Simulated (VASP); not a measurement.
# KCl (I4mm) in VASP: notebook

Runs on KCl. Level: PBE. Tasks: single point.

Program: VASP 6.6.1. These are calculated values, not measurements. Logs are shortened: lines on timing, memory, paths and dates and some standing lists are left out, and cuts for length are marked.

## 1. The cell of the first run

It takes space group I4mm (No. 107, tetragonal). Conventional cell: a = 4.463 Å, b = 4.463 Å, c = 6.312 Å, α = 90.00°, β = 90.00°, γ = 90.00°. Within 3.5 Å of K (site symmetry 4mm) lie 5 Cl at 2.66 to 3.20 Å. Cl (site symmetry 4mm) has 5 K at 2.66 to 3.20 Å within 3.5 Å.

## 2. Single point, PBE (all K atoms moved -0.500 Å, as atom 1 along Cartesian [0 0 1])

INCAR reads:

```
PREC = Accurate ; ENCUT = 520
EDIFF = 1E-7 ; ISMEAR = 0
SIGMA = 0.05 ; LREAL = False
LASPH = True ; NELM = 100
ALGO = Normal ; ISIF = 2
LWAVE = False ; LCHARG = False
GGA = PE ; NBANDS = 15
```

KPOINTS reads:

```
regular mesh
0
Gamma
  6 6 6
```

POSCAR reads:

```
KCl
1.0
    0.0000000000      3.1561000000      3.1561000000
    3.1561000000      0.0000000000      3.1561000000
    3.1561000000      3.1561000000      0.0000000000
K Cl
1 1
Direct
   -0.0792116853     -0.0792116853      0.0792116853
    0.5000000000      0.5000000000      0.5000000000
```

Potentials or basis: VASP PAW PBE potentials, release 64 (K_sv, Cl).

The run is started by

```bash
cat potpaw_PBE.64/K_sv/POTCAR potpaw_PBE.64/Cl/POTCAR > POTCAR
mpirun -np 1 vasp_std > vasp.out
```

OUTCAR:

```text
PREC = Accurate
   ENCUT = 520
   EDIFF = 1E-7
   ISMEAR = 0
   LREAL = False
   LASPH = True
   NELM = 100
   ISIF = 2
   GGA = PE

 ion  position               nearest neighbor table
   1  0.921  0.921  0.079-   2 2.66   2 3.20   2 3.20   2 3.20   2 3.20
   2  0.500  0.500  0.500-   1 2.66   1 3.20   1 3.20   1 3.20   1 3.20

  LATTYP: Found a face centered cubic cell.
 ALAT       =     6.3122000000

  Lattice vectors:

 A1 = (   0.0000000000,   3.1561000000,   3.1561000000)
 A2 = (   3.1561000000,   0.0000000000,   3.1561000000)
 A3 = (   3.1561000000,   3.1561000000,   0.0000000000)

Analysis of symmetry for initial positions (statically):
=====================================================================
 Subroutine PRICEL returns:
 Original cell was already a primitive cell.

 Routine SETGRP: Setting up the symmetry group for a
 face centered cubic supercell.

 Subroutine GETGRP returns: Found  8 space group operations
 (whereof  8 operations were pure point group operations)
 out of a pool of 48 trial point group operations.

The static configuration has the point symmetry C_4v.

Analysis of symmetry for dynamics (positions and initial velocities):
=====================================================================
 Subroutine PRICEL returns:
 Original cell was already a primitive cell.

 Routine SETGRP: Setting up the symmetry group for a
 face centered cubic supercell.

 Subroutine GETGRP returns: Found  8 space group operations
 (whereof  8 operations were pure point group operations)
 out of a pool of 48 trial point group operations.

The dynamic configuration has the point symmetry C_4v.

 Subroutine INISYM returns: Found  8 space group operations
 (whereof  8 operations are pure point group operations),
 and found     1 'primitive' translations

----------------------------------------------------------------------------------------

                                     Primitive cell

  volume of cell :      62.8756

  direct lattice vectors                    reciprocal lattice vectors
     0.000000000  3.156100000  3.156100000    -0.158423371  0.158423371  0.158423371
     3.156100000  0.000000000  3.156100000     0.158423371 -0.158423371  0.158423371
     3.156100000  3.156100000  0.000000000     0.158423371  0.158423371 -0.158423371

  length of vectors
     4.463399424  4.463399424  4.463399424     0.274397327  0.274397327  0.274397327

  position of ions in fractional coordinates (direct lattice)
     0.920788315  0.920788315  0.079211685
[... 90 lines left out ...]
   NUPDOWN=      -1.0000    fix difference up-down
   EMIN   =  10.00;   EMAX   =-10.00  energy-range for DOS
   EFERMI =   0.00;   METHOD = LEGACY
   ISMEAR =     0;   SIGMA  =   0.05  broadening in eV -4-tet -1-fermi 0-gaus
   EFERMI_NEDOS =   21; number of points for ismear=-14 and -15
   IALGO  =     38    algorithm
   IMIX   =      4    mixing-type and parameters
     AMIX     =   0.40;   BMIX     =  1.00
     AMIX_MAG =   1.60;   BMIX_MAG =  1.00
  volume/ion in A,a.u.               =      31.44       212.15
  Fermi-wavevector in a.u.,A,eV,Ry     =   1.037419  1.960437 14.643101  1.076238
  Thomas-Fermi vector in A             =   2.171856
   LORBIT       =      0    0 simple, 1 ext, 2 COOP (PROOUT), +10 PAW based schemes
   GGA     = PE    functional components
   LHFCALC =     F    Hartree Fock is set to
   AEXX    =    0.0000 exact exchange contribution
   IVDW    =     0    specifies the selected vdW correction
   LEPSILON=     F    determine dielectric tensor
   LRPA    =     F    only Hartree local field effects (RPA)
 non-spin polarized calculation
 Gauss-broadening in eV      SIGMA  =   0.05
  energy-cutoff  :      520.00
  volume of cell :       62.88
 maximum number of plane-waves:      1711
 NGX is ok and might be reduce to    36
   NGX = 17   NGY = 17   NGZ = 17

 number of electron      16.0000001 magnetization

 Free energy of the ion-electron system (eV)
  ---------------------------------------------------
  ext. energy  EPLUGINS =         0.00000000
  ---------------------------------------------------
  free energy    TOTEN  =        -6.57122868 eV

  energy without entropy =       -6.57122868  energy(sigma->0) =       -6.57122868

 E-fermi :  -1.6020     XC(G=0):  -7.4644

 val. band max:       -1.9318905646   @ k =   0.0000   0.0000   0.0000
 cond. band min:       3.2438668974   @ k =   0.0000   0.0000   0.0000
 fundamental gap:      5.1757574619
 Fermi energy:        -1.6019829764

 k-point     1 :       0.0000    0.0000    0.0000
  band No.  band energies     occupation
      1     -29.0172      2.00000
      2     -14.1295      2.00000
      3     -12.4798      2.00000
      4     -12.4798      2.00000
      5     -12.4278      2.00000
      6      -1.9832      2.00000
      7      -1.9832      2.00000
      8      -1.9319      2.00000
      9       3.2439      0.00000
     10       6.6673      0.00000
     11       6.7579      0.00000
     12       6.7579      0.00000
     13       7.4624      0.00000
     14       7.9119      0.00000
[... 401 lines left out ...]
      2     -14.2122      2.00000
      3     -12.5539      2.00000
      4     -12.5388      2.00000
      5     -12.2666      2.00000
      6      -2.6298      2.00000
      7      -2.2794      2.00000
      8      -2.1660      2.00000
      9       5.8680      0.00000
     10       5.9097      0.00000
     11       7.8015      0.00000
     12       8.2988      0.00000
     13       8.6573      0.00000
     14       9.5070      0.00000
     15       9.9685      0.00000

 [... further k-points ...]

------------------------ aborting loop because EDIFF is reached ----------------------------------------

  FORCE on cell =-STRESS in cart. coord.  units (eV):
  Direction    XX          YY          ZZ          XY          YZ          ZX
  --------------------------------------------------------------------------------------
  -------------------------------------------------------------------------------------
  Total        0.0924106      0.0924106      2.9939594      0.0000000      0.0000000     -0.0000000
  in kB        2.3547784      2.3547784     76.2911614      0.0000000      0.0000000     -0.0000000
  external PRESSURE =      27.0002394 kB  Pullay stress =       0.0000000 kB

 VOLUME and BASIS-vectors are now :
 -----------------------------------------------------------------------------
  energy-cutoff  :      520.00
  volume of cell :       62.88
      direct lattice vectors                 reciprocal lattice vectors
     0.000000000  3.156100000  3.156100000    -0.158423371  0.158423371  0.158423371
     3.156100000  0.000000000  3.156100000     0.158423371 -0.158423371  0.158423371
     3.156100000  3.156100000  0.000000000     0.158423371  0.158423371 -0.158423371

 POSITION                                       TOTAL-FORCE (eV/Angst)
 -----------------------------------------------------------------------------------
      3.15610      3.15610      5.81220         0.000000      0.000000      1.260781
      3.15610      3.15610      3.15610         0.000000      0.000000     -1.260781
 -----------------------------------------------------------------------------------
    total drift:                                0.000000      0.000000      0.000082

  FREE ENERGIE OF THE ION-ELECTRON SYSTEM (eV)
  ---------------------------------------------------
  free  energy   TOTEN  =        -6.5712286786 eV

  energy  without entropy=       -6.5712286786  energy(sigma->0) =       -6.57122868
```

It took 24 s on 1 thread of Intel Xeon Platinum 8488C (Sapphire Rapids), shared host; peak memory 0.2 GiB.

What came out:

- Free energy: -6.5712 eV
- Pressure: 2.7 GPa
- Largest force: 1.261 eV/Å
- Band gap on the k mesh: 5.18 eV, direct

Forces in eV/Å, atoms in the order of the input:
```
K    0.000  0.000  1.261
Cl   0.000  0.000 -1.261
```

Stress tensor (GPa, compression positive):
```
0.24 0.00 0.00
0.00 0.24 0.00
0.00 0.00 7.63
```

Caveat: the cell differs from its parent crystal (all K atoms moved -0.500 Å, as atom 1 along Cartesian [0 0 1]); forces of over 1 eV/Å act on the atoms, so gaps and moduli don't describe the material at rest.

## 3. Single point, PBE (all K atoms moved +0.375 Å, as atom 1 along Cartesian [0 0 1])

INCAR reads:

```
SYSTEM = KCl
  ALGO = Normal
  EDIFF = 1E-7
  ENCUT = 520
  GGA = PE
  ISIF = 2
  ISMEAR = 0
  LASPH = .True.
  LCHARG = .False.
  LREAL = .False.
  LWAVE = .False.
  NBANDS = 15
  NELM = 60
  PREC = Accurate
  SIGMA = 0.05
```

KPOINTS reads:

```
k-points
0
Gamma
  6 6 6
  0 0 0
```

Changes to POSCAR since step 2:

```diff
@@ -8,3 +8,3 @@
 Direct
-   -0.0792116853     -0.0792116853      0.0792116853
+    0.0594087640      0.0594087640     -0.0594087640
     0.5000000000      0.5000000000      0.5000000000
```

Potentials or basis: VASP PAW PBE potentials, release 64 (K_sv, Cl).

The run is started by

```bash
cat potpaw_PBE.64/K_sv/POTCAR potpaw_PBE.64/Cl/POTCAR > POTCAR
mpirun -np 1 vasp_std > vasp.out
```

Wall time 24 s (1 thread of Intel Xeon Platinum 8488C (Sapphire Rapids), shared host); peak memory 0.2 GiB.

Results (log left out):

- Free energy: -6.6932 eV
- Pressure: 1.7 GPa
- Largest force: 0.731 eV/Å
- Band gap on the k mesh: 5.18 eV, direct

Forces on the atoms (eV/Å):
```
K    0.000  0.000 -0.731
Cl   0.000  0.000  0.731
```

Stress tensor (GPa, compression positive):
```
0.38 0.00 0.00
0.00 0.38 0.00
0.00 0.00 4.28
```

Levels at points of the mesh, in eV from the valence-band top:
| k point | band 6 | band 7 | band 8 | band 9 | band 10 | band 11 |
| --- | --- | --- | --- | --- | --- | --- |
| (0.00, 0.00, 0.00) | -0.02 | -0.02 | 0.00 | 5.18 | 8.51 | 8.56 |
| (0.50, 0.00, 0.00) | -0.99 | -0.28 | -0.26 | 7.52 | 8.55 | 10.25 |
| (0.50, 0.50, 0.00) | -0.56 | -0.19 | -0.19 | 6.60 | 8.36 | 8.99 |
| (0.00, 0.50, 0.50) | -0.62 | -0.27 | -0.17 | 6.78 | 8.21 | 10.08 |

Caveat: the cell differs from its parent crystal (all K atoms moved +0.375 Å, as atom 1 along Cartesian [0 0 1]).

[end of part 1 of 2]
